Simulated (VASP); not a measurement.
Ag: single point with PBEsol

Crystal: Ag.

```
Ag
1.0
     0.00000    1.87965    1.96138
     1.87965    0.00000    1.96138
     1.87965    1.87965    0.00000
Ag
1
Direct
  0.00000 0.00000 0.00000
```

This cell differs from its parent crystal: strain -0.080 along x and y, -0.040 along z.

* Program: VASP 6.6.1
* Task: single point
* Functional: PBEsol
* Potentials or basis: VASP PAW PBE potentials, release 64 (Ag)
* Cutoff: 520 eV
* k mesh: 20 × 20 × 20
* Occupations: gaussian, width 0.15 eV
* Spin: no spin polarisation

* Pressure: 36.3 GPa

Stress tensor (GPa, compression positive):
```
37.51  0.00  0.00
 0.00 37.51  0.00
 0.00  0.00 33.74
```

Levels at points of the mesh, in eV from the Fermi level:
| k point | band 3 | band 4 | band 5 | band 6 | band 7 | band 8 | band 9 | band 10 |
| --- | --- | --- | --- | --- | --- | --- | --- | --- |
| (0.00, 0.00, 0.00) | -5.58 | -5.58 | -4.43 | -4.02 | 16.23 | 20.37 | 21.35 | 21.35 |
| (0.50, 0.00, 0.00) | -5.58 | -3.15 | -2.99 | -1.12 | 4.87 | 15.39 | 19.50 | 20.39 |
| (0.50, 0.50, 0.00) | -3.09 | -2.79 | -2.79 | 0.72 | 7.69 | 12.17 | 12.17 | 20.38 |
| (0.50, 0.00, 0.50) | -3.13 | -2.91 | -2.61 | 1.58 | 8.88 | 11.24 | 11.45 | 19.60 |

Run time: 37 s on 1 thread of AMD EPYC 9R45 (Zen 5), with other jobs on the host, peak memory 0.18 GiB.

Caveat: the cell differs from its parent crystal (strain -0.080 along x and y, -0.040 along z); the PAW data sets were made with another functional, which shifts forces and pressure a little.
